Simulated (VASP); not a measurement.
Set up this calculation in VASP 6.6.1, as the native input.

| Property | Result |
| --- | --- |
| Task | relaxation of cell and atoms |
| Functional | PBEsol |
| Potentials or basis | VASP PAW PBE potentials, release 64 (Pt) |
| Cutoff | 600 eV |
| k mesh | 11 × 11 × 11 |
| Occupations | gaussian, width 0.1 eV |
| Spin | no spin polarisation |
| Target pressure | 15 GPa |
| Dipole correction | no |
| Further INCAR settings | ALGO = Normal; EDIFF = 1e-06; IBRION = 2; EDIFFG = -0.02; NSW = 80; ISIF = 3 |

The structure of Pt lies in POSCAR:

```
Pt
1.0
    0.0000000000      1.9609000000      1.9609000000
    1.9609000000      0.0000000000      1.9609000000
    1.9609000000      1.9609000000      0.0000000000
Pt
1
Direct
    0.0000000000      0.0000000000      0.0000000000
```

These files were run (other wordings do the same):

INCAR

```
  ALGO = Normal
  EDIFF = 1E-6
  EDIFFG = -0.02
  ENCUT = 600
  GGA = PS
  IBRION = 2
  ISIF = 3
  ISMEAR = 0
  LASPH = T
  LCHARG = F
  LREAL = F
  LWAVE = F
  NELM = 60
  NSW = 80
  PREC = Accurate
  PSTRESS = 150.0
  SIGMA = 0.1
```

KPOINTS

```
k-points
0
Gamma
  11 11 11
```

Potentials or basis: VASP PAW PBE potentials, release 64 (Pt).

Command:

```console
$ cat potpaw_PBE.64/Pt/POTCAR > POTCAR
$ mpirun -np 1 vasp_std > vasp.out
```

It gave:

- Relaxed volume: 14.34 Å³/atom
- Relaxed cell: a = 2.727 Å, b = 2.727 Å, c = 2.727 Å, α = 60.00°, β = 60.00°, γ = 60.00°
- Space group after relaxing (to 0.05 Å): Fm-3m (No. 225)
- Energy change on relaxing (the enthalpy is what falls): +29.4 meV/atom
- Ionic steps: 5
- Pressure after relaxing: 15.0 GPa
- Band gap on the k mesh: zero (band 5 reaches 12.54 eV, above the bottom of band 6 at 10.23 eV)

Caveat: the cell is relaxed towards a set pressure, so the enthalpy falls and the energy may rise; the PAW data sets were made with another functional, which shifts forces and pressure a little; spin-orbit coupling is left out, which moves the levels of the heavy elements.

It took 20 s on 1 thread of AMD EPYC 9R14 (Zen 4), on a shared host, peak memory 0.12 GiB.
